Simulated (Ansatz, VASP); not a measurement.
**Two plane-wave programs on Ti**

```
Ti
1.0
     2.95000    0.00000    0.00000
    -1.47500    2.55477    0.00000
     0.00000    0.00000    4.68600
Ti
2
Cartesian
  0.0000 1.7032 1.1715
  1.4750 0.8516 3.5145
```

Alike in both runs: task relaxation of cell and atoms; functional BLYP; k mesh 12 × 12 × 7; occupations fermi-dirac, width 0.05 eV; collinear spin.

|  | VASP | Ansatz |
| --- | --- | --- |
| version | VASP 6.6.1 | Ansatz 0.2.0 |
| potentials or method | VASP PAW PBE potentials, release 64 (Ti_sv), cutoff 600 eV | plane waves (420 eV) with PAW, scalar-relativistic |
| valence electrons in the cell | 24 | 24 |

Ansatz gave:

* net moment per atom (μB): 0.00
* relaxed volume (Å³/atom): 17.80
* relaxed length of the cell vector where the two differ most in proportion (Å): 4.688

Estimate VASP's values.

net moment per atom (μB): 0.00; relaxed volume (Å³/atom): 17.79; relaxed length of the cell vector where the two differ most in proportion (Å): 4.691.

VASP's potentials were made for PBE, not for BLYP. Ansatz's warnings: seeded moment not kept.
